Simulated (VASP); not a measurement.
Set up this calculation in VASP 6.6.1, as the native input.

```yaml
Task: electric field gradients
Functional: PBE
Potentials_or_basis: VASP PAW PBE potentials, release 64 (Na_pv, Cl)
Cutoff: 400 eV
k_mesh: 8 × 8 × 8
Occupations: fermi-dirac, width 0.02 eV
Spin: no spin polarisation
Dipole_correction: no
Further_INCAR_settings: ALGO = Normal; EDIFF = 1e-08; NBANDS = 14
```

The structure of NaCl lies in POSCAR:

```
NaCl
1.0
    2.8600000000      0.0000000000      0.0000000000
    0.0000000000      2.8600000000      0.0000000000
    0.0000000000      0.0000000000      2.8600000000
Na Cl
1 1
Direct
    0.0000000000      0.0000000000      0.0000000000
    0.5000000000      0.5000000000      0.5000000000
```

The input as run:

INCAR

```
SYSTEM = NaCl
  PREC = Accurate
  ENCUT = 400
  EDIFF = 1E-8
  ISMEAR = -1
  SIGMA = 0.02
  LREAL = .FALSE.
  LASPH = .TRUE.
  NELM = 120
  ALGO = Normal
  ISIF = 2
  LWAVE = .FALSE.
  LCHARG = .FALSE.
  GGA = PE
  LEFG = .TRUE.
  NBANDS = 14
  GGA_COMPAT = .FALSE.
```

KPOINTS

```
Automatic mesh
0
G
  8 8 8
  0 0 0
```

Potentials or basis: VASP PAW PBE potentials, release 64 (Na_pv, Cl).

Command:

```console
$ cat potpaw_PBE.64/Na_pv/POTCAR potpaw_PBE.64/Cl/POTCAR > POTCAR
$ mpirun -np 1 vasp_std > vasp.out
```

It gave:

- Pressure: 64.9 GPa
- Band gap on the k mesh: 4.42 eV
- Largest electric field gradient by atom: zero within the noise of the run

Caveat: the cell stands under pressure.

Wall time 17 s on 1 thread of AMD EPYC 7571 (shared host), peak memory 0.09 GiB.
